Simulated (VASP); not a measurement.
A run of VASP 6.6.1 is set up as follows.

INCAR

```
ALGO = Normal ; EDIFF = 1E-7
EDIFFG = -0.01 ; ENCUT = 600
GGA = PE ; IBRION = 2
ISIF = 3 ; ISMEAR = 0
LASPH = True ; LCHARG = False
LREAL = False ; LWAVE = False
NELM = 100 ; NSW = 100
PREC = Accurate ; SIGMA = 0.1
```

The input KPOINTS:

```
k-points
0
Gamma
  12 12 10
```

Contents of POSCAR:

```
H3Os
1.0
    3.7414740844      0.0000000000      0.0000000000
   -1.8707370422      3.2402116047      0.0000000000
    0.0000000000      0.0000000000      3.8629166245
H Os
6 2
Direct
    0.8407897759      0.6815795517      0.2500000000
    0.1592102241      0.8407897759      0.7500000000
    0.3184204483      0.1592102241      0.2500000000
    0.1592102241      0.3184204483      0.7500000000
    0.8407897759      0.1592102241      0.2500000000
    0.6815795517      0.8407897759      0.7500000000
    0.3333333333      0.6666666667      0.2500000000
    0.6666666667      0.3333333333      0.7500000000
```

Potentials or basis: VASP PAW PBE potentials, release 64 (H, Os).

Launch:

```console
$ cat potpaw_PBE.64/H/POTCAR potpaw_PBE.64/Os/POTCAR > POTCAR
$ mpirun -np 1 vasp_std > vasp.out
```

(1) What does it give for the relaxed cell?

(2) Estimate the relaxed volume.

(3) What does it give for the band gap on the k mesh?

(4) Estimate the space group after relaxing (to 0.05 Å).

Results:

(1) a = 3.755 Å, b = 3.755 Å, c = 3.841 Å, α = 90.00°, β = 90.00°, γ = 120.00°.

(2) 5.86 Å³/atom.

(3) zero (band 11 reaches 7.35 eV, above the bottom of band 12 at 5.06 eV).

(4) P6_3/mmc (No. 194).

Caveat: spin-orbit coupling is left out, which moves the levels of the heavy elements.
